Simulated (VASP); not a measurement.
Crystal: Ti.

```xyz
4
Lattice="2.1944 -3.7190 0.0000 2.1944 3.7190 0.0000 0.0000 0.0000 4.3945" Properties=species:S:1:pos:R:3 pbc="T T T"
Ti    2.1944    2.5847    0.3450
Ti    2.1944   -1.1343    1.8523
Ti    2.1944   -2.5847    4.0496
Ti    2.1944    1.1343    2.5422
```

```yaml
Program: VASP 6.6.1
Task: relaxation of cell and atoms
Functional: PBEsol
Potentials_or_basis: VASP PAW PBE potentials, release 64 (Ti_sv)
Cutoff: 600 eV
k_mesh: 4 × 4 × 4
Occupations: gaussian, width 0.1 eV
Spin: no spin polarisation
```

At the start: pressure 5.3 GPa; volume 17.93 Å³/atom.

Problem. Where does the relaxation end?

Solution. Over 18 steps the energy falls by 879.9 meV/atom and the volume is 17.62 Å³/atom (-1.7 %); space group Cmce (No. 64, to 0.1 Å) before, Fmmm (No. 69, to 0.1 Å).

The path:
```
step  energy change (eV)  largest force (eV/Å)  pressure (GPa)  volume (Å³)
   1              0.0000                0.3916            5.28        71.73
   2             -0.5473                0.9584           -1.08        77.85
   3             -0.8212                1.6376          -12.80        95.27
   4             -0.9274                1.5577           -9.37        88.45
   5             -1.1502                1.6690           -9.98        88.93
   6             -1.7242                1.7871          -11.14        89.81
   7             -1.9712                1.3168          -10.04        89.16
   8             -1.9916                1.7171          -11.09        89.87
   9             -2.5088                1.5001           -7.44        84.28
  10             -2.8352                1.3942            1.73        75.83
  11             -3.0703                1.1085            0.88        75.24
  12             -3.3643                0.8471           -0.59        73.63
  13             -3.3677                0.8887           -0.69        73.44
  14             -3.4568                0.5565           -1.24        72.79
  15             -3.5040                0.2036           -1.70        71.82
  16             -3.5170                0.0732            0.69        70.14
  17             -3.5171                0.0801            0.50        70.28
  18             -3.5195                0.0284            0.12        70.49
```

Final structure:
```
Ti
1.0
     2.06025   -4.79598    0.00000
     2.06025    4.79598    0.00000
     0.00000    0.00000    3.56715
Ti
4
Cartesian
  2.0602 3.3731 3.5657
  2.0602 -1.4229 1.7850
  2.0602 -3.3731 0.0015
  2.0602 1.4229 1.7821
```

Caveat: the k points lie up to 0.44 Å⁻¹ apart in the final cell; a cell axis changed by over 15 % at a fixed basis, so the end point is rough; the PAW data sets were made with another functional, which shifts forces and pressure a little.
